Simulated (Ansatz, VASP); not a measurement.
## One calculation of GaSi3S2, two programs

File INCAR:

```
PREC     = Accurate       # precision mode
ENCUT    = 600            # plane-wave cutoff, eV
EDIFF    = 1E-6           # SCF threshold, eV
ISMEAR   = 0              # smearing method
SIGMA    = 0.1            # smearing width, eV
LREAL    = False          # projectors in reciprocal space
LASPH    = True           # aspherical terms in the spheres
NELM     = 80             # most SCF steps
ALGO     = Normal         # electronic algorithm
ISIF     = 3              # what is computed and relaxed
LWAVE    = False          # write WAVECAR
LCHARG   = False          # write CHGCAR
GGA      = PE             # functional
IBRION   = 2              # ionic algorithm
NSW      = 90             # ionic steps
EDIFFG   = -0.04          # ionic threshold
```

The input KPOINTS:

```
Automatic mesh
0
Gamma
  3 3 8
```

File POSCAR:

```
GaSi3S2
1.0
    8.1306258666      0.0000000000      0.0000000000
   -4.0653129333      7.0413285492      0.0000000000
    0.0000000000      0.0000000000      2.4927121513
Ga Si S
1 3 2
Direct
    0.0000000000      0.0000000000      0.0000000000
    0.5000000000      0.0000000000      0.5000000000
    0.0000000000      0.5000000000      0.5000000000
    0.5000000000      0.5000000000      0.5000000000
    0.3333333333      0.6666666667      0.5000000000
    0.6666666667      0.3333333333      0.5000000000
```

Input for Ansatz:

```yaml
crystal:
  lattice:
    - [8.1306258666, 0.0, 0.0]
    - [-4.0653129333, 7.0413285492, 0.0]
    - [0.0, 0.0, 2.4927121513]
  atoms:
    - { symbol: Ga, position: [0.0, 0.0, 0.0] }
    - { symbol: Si, position: [0.5, 0.0, 0.5] }
    - { symbol: Si, position: [0.0, 0.5, 0.5] }
    - { symbol: Si, position: [0.5, 0.5, 0.5] }
    - { symbol: S, position: [0.3333333333, 0.6666666667, 0.5] }
    - { symbol: S, position: [0.6666666667, 0.3333333333, 0.5] }
basis:
  ecutwfc: 420
kpoints:
  mp_grid: { grid: [3, 3, 8] }
hamiltonian:
  xc: pbe
scf:
  occupations: { method: gaussian, width: 0.1 }
  lower_state_search: "off"
output:
  forces: true
  stress: true
  eigenvalues: true
relax:
  adjacent_minimum: "off"
  f_tol: 0.04
  max_steps: 70
  cell: { stress_tol: 0.4 }
```

Alike in both runs: task relaxation of cell and atoms; functional PBE; k mesh 3 × 3 × 8; occupations gaussian, width 0.1 eV; no spin polarisation.

|  | VASP | Ansatz |
| --- | --- | --- |
| version | VASP 6.6.1 | Ansatz 0.2.0 |
| potentials or method | VASP PAW PBE potentials, release 64 (Ga_d, Si, S), cutoff 600 eV | scalar-relativistic, plane waves, PAW |
| valence electrons in the cell | 37 | 37 |

VASP gave:

| Quantity | Value |
| --- | --- |
| gap on the k mesh at the Fermi level, each at its own relaxed structure (eV) | none |
| relaxed volume (Å³/atom) | 23.70 |
| relaxed cell length with the largest relative difference (Å) | 8.314 |

Task: Estimate Ansatz's values.

Result: gap on the k mesh at the Fermi level, each at its own relaxed structure (eV): none; relaxed volume (Å³/atom): 23.67; relaxed cell length with the largest relative difference (Å): 8.305.

A gap of «none» marks a metal or a gap that the smearing closes.
